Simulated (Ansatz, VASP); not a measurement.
# ZnSe: VASP beside Ansatz

INCAR

```
PREC = Accurate ; ENCUT = 520
EDIFF = 1E-6 ; ISMEAR = -1
SIGMA = 0.05 ; LREAL = F
LASPH = T ; NELM = 150
ALGO = Normal ; ISIF = 2
LWAVE = F ; LCHARG = F
MAGMOM = 0 0 0 0 0 0 ; LORBIT = 11
LSORBIT = T ; GGA_COMPAT = F
LORBMOM = T ; GGA = CA
NBANDS = 30
```

KPOINTS

```
Automatic mesh
0
Gamma
  6 6 6
```

The input POSCAR:

```
ZnSe
1.0
    0.0000000000      2.8338000000      2.8338000000
    2.8338000000      0.0000000000      2.8338000000
    2.8338000000      2.8338000000      0.0000000000
Se Zn
1 1
Direct
    0.7500000000      0.7500000000      0.7500000000
    0.0000000000      0.0000000000      0.0000000000
```

Contents of input.yaml:

```yaml
crystal:
  lattice:
    - [0.0, 2.8338, 2.8338]
    - [2.8338, 0.0, 2.8338]
    - [2.8338, 2.8338, 0.0]
  atoms:
    - { symbol: Se, position: [0.75, 0.75, 0.75] }
    - { symbol: Zn, position: [0.0, 0.0, 0.0] }
kpoints:
  mp_grid: { grid: [6, 6, 6] }
  band_path:
    path:
      - [0.0, 0.0, 0.0]
      - [0.5, 0.0, 0.5]
      - [0.5, 0.25, 0.75]
      - [0.375, 0.375, 0.75]
      - [0.0, 0.0, 0.0]
      - [0.5, 0.5, 0.5]
      - [0.625, 0.25, 0.625]
      - [0.5, 0.25, 0.75]
    npoints: 8
scf:
  occupations: { method: fermi_dirac, width: 0.05 }
hamiltonian:
  xc: lda
  pseudopotentials: { kind: all_electron, lapw: { basis_error: 0.001 } }
magnetization:
  noncollinear: true
  spin_orbit: true
output:
  forces: true
  stress: true
  eigenvalues: true
```

Alike in both runs: functional LDA; k mesh 6 × 6 × 6; occupations fermi-dirac, width 0.05 eV; non-collinear spin, spin-orbit coupling.

|  | VASP | Ansatz |
| --- | --- | --- |
| version | VASP 6.6.1 | Ansatz 0.2.0 |
| potentials or method | VASP PAW LDA potentials, release 64 (Se, Zn), cutoff 520 eV | all-electron LAPW, relativistic spinors |
| task | single point | band structure |

VASP gave:

| Quantity | Value |
| --- | --- |
| pressure (GPa) | -3.0 |
| net moment per atom (μB) | 0.00 |

What did Ansatz give for the same quantities?

Pressure (GPa): -3.3; net moment per atom (μB): 0.00.

LDA's correlation is that of Perdew and Zunger in VASP and of Perdew and Wang (1992) in Ansatz. Ansatz ran all-electron here, and VASP with PAW potentials.
